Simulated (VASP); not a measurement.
Set up this calculation in VASP 6.6.1, as the native input.

```
Task                   : single point
Functional             : PBE
Potentials or basis    : VASP PAW PBE potentials, release 64 (C)
Cutoff                 : 520 eV
k mesh                 : 12 × 8 × 1
Occupations            : fermi-dirac, width 0.02 eV
Spin                   : no spin polarisation
Dipole correction      : yes
Further INCAR settings : ALGO = Normal; EDIFF = 1e-06; NBANDS = 16
```

The structure of C lies in POSCAR:

```
C
1.0
    2.5255274270      0.0000000000      0.0000000000
    0.0000000000      3.5716351394      0.0000000000
    0.0000000000      0.0000000000     17.2628000000
C
4
Direct
    0.0000000000      0.3355680012      0.4829528614
    0.5000000000      0.1644319988      0.4829528614
    0.5000000000      0.8355679784      0.5170471386
    0.0000000000      0.6644320216      0.5170471386
```

These files were run (other wordings do the same):

INCAR

```
SYSTEM = C
ALGO = Normal ; DIPOL = 0.5 0.5 0.500
EDIFF = 1E-6 ; ENCUT = 520
GGA = PE ; IDIPOL = 3
ISIF = 2 ; ISMEAR = -1
LASPH = .TRUE. ; LCHARG = .FALSE.
LDIPOL = .TRUE. ; LREAL = .FALSE.
LWAVE = .FALSE. ; NBANDS = 16
NELM = 80 ; PREC = Accurate
SIGMA = 0.02
```

KPOINTS

```
k-points
0
G
  12 8 1
  0 0 0
```

Potentials or basis: VASP PAW PBE potentials, release 64 (C).

Command:

```bash
$ cat potpaw_PBE.64/C/POTCAR > POTCAR
$ mpirun -np 1 vasp_std > vasp.out
```

Results of the run:

```json
{
 "Largest force": "0.032 eV/Å",
 "Band gap on the k mesh": "zero (bands 8 and 9 overlap by 0.75 eV)"
}
```

Run time: 76 s on 1 thread of Intel(R) Xeon(R) Platinum 8488C (Sapphire Rapids) (shared host), peak memory 0.27 GiB.
